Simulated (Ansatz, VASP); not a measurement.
**One calculation of SrO, two programs**

```
Sr O
1.0
     4.11464    0.00000    0.00000
     0.00000    6.33021    0.00000
     0.00000    0.00000    6.33021
Sr O
2 2
Direct
  0.00000 0.75000 0.00000
  0.50000 0.25000 0.50000
  0.00000 0.44500 0.30500
  0.50000 0.55500 0.80500
```

Change from the starting cell: ordered vacancies on the anion sites of rutile (Pmn2_1, No. 31).

Alike in both runs: task relaxation of cell and atoms; functional PBE; k mesh 4 × 4 × 4; occupations gaussian, width 0.1 eV; no spin polarisation.

|  | VASP | Ansatz |
| --- | --- | --- |
| version | VASP 6.6.1 | Ansatz 0.2.0 |
| potentials or method | VASP PAW PBE potentials, release 64 (Sr_sv, O), cutoff 600 eV | scalar-relativistic, plane waves, PAW |
| valence electrons in the cell | 32 | 32 |

Ansatz gave:

| Quantity | Value |
| --- | --- |
| gap on the k mesh at the Fermi level, each at its own relaxed structure (eV) | 2.46 |
| relaxed volume (Å³/atom) | 22.19 |
| relaxed cell length with the largest relative difference (Å) | 5.668 |

**Question.** Which values does VASP return?

**Answer.** gap on the k mesh at the Fermi level, each at its own relaxed structure (eV): 2.46; relaxed volume (Å³/atom): 22.26; relaxed cell length with the largest relative difference (Å): 5.561.

Noted on VASP's run: the volume moved by over 15 % at a fixed basis, so the end points are rough.
